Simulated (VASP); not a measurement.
## Mo: single point with PBEsol

The system is Mo.

```
Mo
1.0
    -1.55752    1.55752    1.55752
     1.55752   -1.55752    1.55752
     1.55752    1.55752   -1.55752
Mo
1
Direct
  0.00000 0.00000 0.00000
```

```yaml
Program: VASP 6.6.1
Task: single point
Functional: PBEsol
Potentials_or_basis: VASP PAW PBE potentials, release 64 (Mo_sv)
Cutoff: 520 eV
k_mesh: 10 × 10 × 10
Occupations: fermi-dirac, width 0.1 eV
Spin: no spin polarisation
```

The pressure is 4.3 GPa and the band gap on the k mesh is zero (band 7 reaches 17.24 eV, above the bottom of band 8 at 11.59 eV).

Levels at points of the mesh, in eV from the Fermi level:
| k point | band 5 | band 6 | band 7 | band 8 | band 9 | band 10 |
| --- | --- | --- | --- | --- | --- | --- |
| (0.00, 0.00, 0.00) | -7.49 | -1.52 | -1.52 | -1.52 | 1.63 | 1.63 |
| (0.50, 0.00, 0.00) | -5.65 | -3.66 | 1.65 | 1.68 | 2.34 | 4.94 |
| (0.50, 0.50, 0.50) | -5.82 | -5.82 | 4.13 | 4.13 | 4.13 | 9.19 |

Run time: 7.4 s on 1 thread of AMD EPYC 7R43 64-Core Processor (Zen 3) (shared host), peak memory 0.09 GiB.

Caveat: the PAW data sets were made with another functional, which shifts forces and pressure a little.
